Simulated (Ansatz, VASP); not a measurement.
## Two plane-wave programs on ZnS

File POSCAR:

```
ZnS
1.0
    0.0000000000      2.6788046350      2.6788046350
    2.6788046350      0.0000000000      2.6788046350
    2.6788046350      2.6788046350      0.0000000000
Zn S
1 1
Direct
    0.0000000000      0.0000000000      0.0000000000
    0.2500000000      0.2500000000      0.2500000000
```

Contents of INCAR.step1:

```
  PREC = Accurate
  ENCUT = 520
  EDIFF = 1E-5
  ISMEAR = -1
  SIGMA = 0.05
  LREAL = F
  LASPH = T
  NELM = 60
  ALGO = Normal
  ISIF = 2
  LWAVE = T
  LCHARG = F
  GGA = PE
  NBANDS = 16
```

INCAR.step2

```
  PREC = Accurate
  ENCUT = 520
  EDIFF = 1E-6
  ISMEAR = -1
  SIGMA = 0.05
  LREAL = F
  LASPH = T
  NELM = 60
  ALGO = Normal
  ISIF = 2
  LWAVE = F
  LCHARG = F
  GGA = PE
  LHFCALC = T
  HFSCREEN = 0.2079
  PRECFOCK = Normal
  ISTART = 1
  NBANDS = 16
```

KPOINTS

```
regular mesh
0
Gamma
  4 4 4
```

Input for Ansatz:

```yaml
crystal:
  lattice:
    - [0.0, 2.678804635039, 2.678804635039]
    - [2.678804635039, 0.0, 2.678804635039]
    - [2.678804635039, 2.678804635039, 0.0]
  atoms:
    - { symbol: Zn, position: [0.0, 0.0, 0.0] }
    - { symbol: S, position: [0.25, 0.25, 0.25] }
kpoints:
  mp_grid: { grid: [4, 4, 4] }
hamiltonian:
  xc: hse06
  pseudopotentials:
    kind: paw
    azcp:
      S: "pseudopotentials/pbe/paw/ansatz_paw_generated_hard_1/S.paw.azcp"
      Zn: "pseudopotentials/pbe/paw/ansatz_paw_generated_hard_1/Zn.paw.azcp"
scf:
  occupations: { method: fermi_dirac, width: 0.05 }
  convergence: { dr2_threshold: "1e-10 eV" }
  exx: { energy_threshold: "2e-8 eV", singularity: regularized }
output:
  forces: true
  stress: true
  eigenvalues: true
```

Alike in both runs: task single point; functional HSE06; k mesh 4 × 4 × 4; occupations fermi-dirac, width 0.05 eV; no spin polarisation.

```csv
,VASP,Ansatz
version,VASP 6.6.1,Ansatz 0.2.0 development build
potentials or method,"VASP PAW PBE potentials, release 64 (Zn, S)","plane waves, PAW datasets (generated hard set"
plane-wave cutoff (eV),520,700
valence electrons in the cell,18,26
```

```csv
,VASP,Ansatz,Ansatz less VASP
gap on the k mesh at the Fermi level (eV),3.47,3.48,+0.015
```

With one functional, cell and mesh, what is left measures potentials, basis and numerics. VASP's potentials hold 18 valence electrons a cell and Ansatz's 26, so a difference there can come from the potentials and not from the codes.

The k mesh is coarse, so the values compare programs but aren't converged.
